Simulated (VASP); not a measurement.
A run of VASP 6.6.1 is set up as follows.

File POSCAR:

```
Be
1.0
    2.5794137354      1.4892252145      4.3989377609
   -2.5794137354      1.4892252145      4.3989377609
    0.0000000000     -2.9784504289      4.3989377609
Be
12
Direct
    0.0101900000      0.6536100000      0.0101900000
    0.0101900000      0.0101900000      0.6536100000
    0.6536100000      0.0101900000      0.0101900000
    0.9898100000      0.3463900000      0.9898100000
    0.3463900000      0.9898100000      0.9898100000
    0.9898100000      0.9898100000      0.3463900000
    0.2211800000      0.6306000000      0.2211800000
    0.2211800000      0.2211800000      0.6306000000
    0.6306000000      0.2211800000      0.2211800000
    0.7788200000      0.3694000000      0.7788200000
    0.3694000000      0.7788200000      0.7788200000
    0.7788200000      0.7788200000      0.3694000000
```

The input INCAR.step1:

```
SYSTEM = Be
  PREC = Accurate
  ENCUT = 600
  ISMEAR = 0
  SIGMA = 0.1
  LREAL = .FALSE.
  LASPH = .TRUE.
  NELM = 100
  GGA = PE
  ALGO = Normal
  EDIFF = 1E-4
  LWAVE = .TRUE.
  LCHARG = .FALSE.
```

The input INCAR.step2:

```
SYSTEM = Be
  PREC = Accurate
  ENCUT = 600
  EDIFF = 1E-7
  ISMEAR = 0
  SIGMA = 0.1
  LREAL = .FALSE.
  LASPH = .TRUE.
  NELM = 100
  ALGO = Normal
  ISIF = 3
  LWAVE = .FALSE.
  LCHARG = .FALSE.
  METAGGA = R2SCAN
  LMIXTAU = .TRUE.
  IBRION = 2
  NSW = 90
  EDIFFG = -0.04
  ISTART = 1
```

KPOINTS

```
Automatic mesh
0
G
  6 6 6
  0 0 0
```

Potentials or basis: VASP PAW PBE potentials, release 64 (Be).

Launch:

```sh
$ cat potpaw_PBE.64/Be/POTCAR > POTCAR
$ cp INCAR.step1 INCAR
$ mpirun -np 1 vasp_std > vasp.out
$ cp INCAR.step2 INCAR
$ mpirun -np 1 vasp_std > vasp.out
```

Estimate the relaxed volume.

11.27 Å³/atom.

Estimate the space group after relaxing (to 0.1 Å).

R-3m (No. 166).

Predict the band gap on the k mesh.

zero (bands 12 and 13 overlap by 1.21 eV).

Estimate the relaxed cell.

a = 6.419 Å, b = 6.419 Å, c = 6.419 Å, α = 48.31°, β = 48.31°, γ = 48.31°.

The path:
| step | energy change (eV) | largest force (eV/Å) | pressure (GPa) | volume (Å³) |
| --- | --- | --- | --- | --- |
| 1 | 0.0000 | 3.6798 | 51.96 | 101.39 |
| 2 | -7.4343 | 1.3985 | 0.72 | 146.80 |
| 3 | -7.4615 | 1.4065 | 2.17 | 143.51 |
| 4 | -8.2054 | 0.5339 | -1.47 | 149.76 |
| 5 | -8.3207 | 0.4643 | -2.91 | 153.66 |
| 6 | -8.5866 | 0.5499 | -1.71 | 149.39 |
| 7 | -8.7830 | 0.7052 | 0.62 | 142.49 |
| 8 | -8.9753 | 0.3649 | -0.32 | 141.34 |
| 9 | -9.0315 | 0.3619 | -0.83 | 139.96 |
| 10 | -9.0342 | 0.3128 | -0.79 | 140.19 |
| 11 | -9.0913 | 0.1892 | -0.05 | 137.92 |
| 12 | -9.1007 | 0.1191 | 0.49 | 136.49 |
| 13 | -9.1264 | 0.1010 | -0.03 | 136.53 |
| 14 | -9.1271 | 0.1281 | -0.12 | 136.54 |
| 15 | -9.1367 | 0.0780 | -0.16 | 136.20 |
| 16 | -9.1376 | 0.1061 | -0.17 | 136.06 |
| 17 | -9.1443 | 0.0541 | 0.02 | 135.33 |
| 18 | -9.1448 | 0.0655 | 0.10 | 135.07 |
| 19 | -9.1495 | 0.0432 | 0.12 | 134.95 |
| 20 | -9.1514 | 0.0545 | 0.15 | 134.81 |
| 21 | -9.1535 | 0.0416 | -0.20 | 135.27 |
| 22 | -9.1536 | 0.0377 | -0.16 | 135.22 |

Caveat: the volume moved by over 15 % at a fixed basis, so the end points are rough; the PAW data sets were made with another functional, which shifts forces and pressure a little.
